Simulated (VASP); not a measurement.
Runs of VASP 6.6.1 on P. The structure is that of space group Pmna (No. 53), or close to it. The cells are those of the table. 

```tsv
cell	gap on the mesh (eV)	largest force (eV/Å)
a = 3.266, b = 34.471, c = 4.844 Å, 4 atoms	(b)	0.23
a = 3.204, b = 33.817, c = 4.496 Å, 4 atoms	0.63	(a)
a = 3.303, b = 34.863, c = 4.635 Å, 4 atoms	0.93	0.05
a = 3.353, b = 35.386, c = 4.593 Å, 4 atoms	0.81	0.26
a = 3.282, b = 34.470, c = 4.844 Å, 4 atoms	1.06	0.05
```

Alike in all rows: task single point; level PBE; potentials or basis VASP PAW PBE potentials, release 64 (P); no spin polarisation; k mesh 8 × 1 × 6; cutoff (eV) 520; smearing gaussian 0.02 eV.

Question: Estimate the missing entries.

Answer: (a) 0.06; (b) 1.11.

A k mesh can miss the band edges.
